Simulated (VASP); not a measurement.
## Fe: relaxation of cell and atoms with PBE

Fe:

```
CELL_PARAMETERS angstrom
-1.44300 1.44300 1.44300
1.44300 -1.44300 1.44300
1.44300 1.44300 -1.44300
ATOMIC_POSITIONS crystal
Fe 0.00000 0.00000 0.00000
```

```json
{"Program": "VASP 6.6.1", "Task": "relaxation of cell and atoms", "Functional": "PBE", "Potentials or basis": "VASP PAW PBE potentials, release 64 (Fe)", "Cutoff": "600 eV", "k mesh": "13 × 13 × 13", "Occupations": "fermi-dirac, width 0.05 eV", "Spin": "collinear spin, ferromagnetic start", "Starting moments": "[3.0] μB", "Target pressure": "20 GPa", "Dipole correction": "no", "Further INCAR settings": "ALGO = Normal; EDIFF = 1e-06; IBRION = 2; EDIFFG = -0.01; NSW = 60; ISIF = 3"}
```

The relaxed volume is 10.40 Å³/atom. The relaxed cell is a = 2.382 Å, b = 2.382 Å, c = 2.382 Å, α = 109.47°, β = 109.47°, γ = 109.47° and the space group after relaxing (to 0.05 Å) is Im-3m (No. 229). The energy change on relaxing (the enthalpy is what falls) is +28.2 meV/atom and the ionic steps are 7. The pressure after relaxing is 20.0 GPa, the band gap on the k mesh is zero (filled and empty bands overlap) and the net moment is 2.02 μB per cell. The site moments are Fe +2.00 μB. The valence electrons inside the program's atomic spheres are Fe 7.47.

Step by step:
```tsv
step	energy change (eV)	largest force (eV/Å)	pressure (GPa)	volume (Å³)
1	0.0000	0.0000	-9.19	12.02
2	0.6486	0.0000	102.99	8.60
3	0.0196	0.0000	18.08	10.47
4	0.0260	0.0000	19.50	10.42
5	0.0298	0.0000	20.37	10.39
6	0.0258	0.0000	19.51	10.42
7	0.0282	0.0000	20.03	10.40
```

Final structure:
```xyz
1
Lattice="-1.3750 1.3750 1.3750 1.3750 -1.3750 1.3750 1.3750 1.3750 -1.3750" Properties=species:S:1:pos:R:3 pbc="T T T"
Fe    0.0000    0.0000    0.0000
```

Levels at points of the mesh, in eV from the Fermi level:
Spin up:
```csv
k point,band 3,band 4,band 5,band 6,band 7,band 8
"(0.00, 0.00, 0.00)",-2.54,-2.54,-1.15,-1.15,25.80,25.80
```
Spin down:
| k point | band 1 | band 2 | band 3 | band 4 | band 5 | band 6 |
| --- | --- | --- | --- | --- | --- | --- |
| (0.00, 0.00, 0.00) | -8.87 | -0.82 | -0.82 | -0.82 | 1.47 | 1.47 |

Wall time 42 s on 1 thread of Intel(R) Xeon(R) 6975P-C (Granite Rapids) (shared host), peak memory 0.15 GiB.

Caveat: the cell is relaxed towards a set pressure, so the enthalpy falls and the energy may rise.
